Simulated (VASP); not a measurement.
**MgSe: single point with PBE**

The system is MgSe.

```
CELL_PARAMETERS angstrom
0.00000 2.73372 2.73372
2.73372 0.00000 2.73372
2.73372 2.73372 0.00000
ATOMIC_POSITIONS crystal
Mg 0.00000 0.00000 0.00000
Se 0.50000 0.50000 0.50000
```

```
Program             : VASP 6.6.1
Task                : single point
Functional          : PBE
Potentials or basis : VASP PAW PBE potentials, release 64 (Mg, Se)
Cutoff              : 600 eV
k mesh              : 4 × 4 × 4
Occupations         : tetrahedron
Spin                : no spin polarisation
```

```
Pressure               : 1.7 GPa
Band gap on the k mesh : 1.75 eV, indirect (least direct gap 2.52 eV)
```

Levels at points of the mesh, in eV from the valence-band top:
```
           k point  band 1  band 2  band 3  band 4  band 5  band 6  band 7  band 8  band 9
(0.00, 0.00, 0.00)  -12.89    0.00    0.00    0.00    2.52    7.39    7.39    7.39    9.93
(0.50, 0.00, 0.00)  -11.79   -4.92   -0.57   -0.57    3.80    6.06    6.06    8.53   11.38
(0.50, 0.50, 0.00)  -11.47   -4.23   -1.77   -1.77    1.75    3.96   11.66   12.08   12.08
```

Wall time 7.4 s on 1 thread of Intel(R) Xeon(R) Platinum 8375C CPU @ 2.90GHz (Ice Lake), on a shared host, peak memory 0.16 GiB.

Caveat: the k points lie up to 0.50 Å⁻¹ apart. A k mesh can miss the band edges.
